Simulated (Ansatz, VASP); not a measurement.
ZnSe: VASP beside Ansatz

File POSCAR:

```
ZnSe
1.0
    0.0000000000      2.8530279501      2.8530279501
    2.8530279501      0.0000000000      2.8530279501
    2.8530279501      2.8530279501      0.0000000000
Zn Se
1 1
Direct
    0.0000000000      0.0000000000      0.0000000000
    0.2500000000      0.2500000000      0.2500000000
```

File INCAR.step1:

```
SYSTEM = ZnSe
ALGO = Normal
EDIFF = 1E-5
ENCUT = 550
GGA = PE
GGA_COMPAT = .False.
ISMEAR = 0
LASPH = .True.
LCHARG = .False.
LREAL = .False.
LWAVE = .True.
NBANDS = 16
NELM = 120
PREC = Accurate
SIGMA = 0.05
```

Contents of INCAR.step2:

```
SYSTEM = ZnSe
ALGO = Normal
EDIFF = 1E-6
ENCUT = 550
GGA_COMPAT = .False.
ISIF = 2
ISMEAR = 0
ISTART = 1
LASPH = .True.
LCHARG = .False.
LMIXTAU = .True.
LREAL = .False.
LWAVE = .False.
METAGGA = R2SCAN
NBANDS = 16
NELM = 120
PREC = Accurate
SIGMA = 0.05
```

File KPOINTS:

```
k-points
0
Gamma
  6 6 6
  0 0 0
```

Input for Ansatz:

```yaml
crystal:
  lattice:
    - [0.0, 2.8530279501, 2.8530279501]
    - [2.8530279501, 0.0, 2.8530279501]
    - [2.8530279501, 2.8530279501, 0.0]
  atoms:
    - { symbol: Zn, position: [0.0, 0.0, 0.0] }
    - { symbol: Se, position: [0.25, 0.25, 0.25] }
basis:
  ecutwfc: 500
  ecutrho_ratio: 4
kpoints:
  mp_grid: { grid: [6, 6, 6] }
hamiltonian:
  xc: r2scan
scf:
  occupations: { method: gaussian, width: 0.05 }
output:
  forces: true
  stress: true
  eigenvalues: true
```

Alike in both runs: task single point; functional r2SCAN; k mesh 6 × 6 × 6; occupations gaussian, width 0.05 eV; no spin polarisation.

|  | VASP | Ansatz |
| --- | --- | --- |
| version | VASP 6.6.1 | Ansatz 0.2.0 |
| potentials or method | VASP PAW PBE potentials, release 64 (Zn, Se), cutoff 550 eV | scalar-relativistic, plane waves, PAW |
| valence electrons in the cell | 18 | 28 |

```tsv
	VASP	Ansatz	Ansatz less VASP
gap on the k mesh at the Fermi level (eV)	1.78	1.78	-0.003
least direct gap on the mesh (eV)	1.78	1.78	-0.003
pressure (GPa)	-1.3	-1.3	-0.06
```

VASP's potentials were made for PBE, not for r2SCAN. VASP's potentials hold 18 valence electrons a cell and Ansatz's 28, so a difference there can come from the potentials and not from the codes.
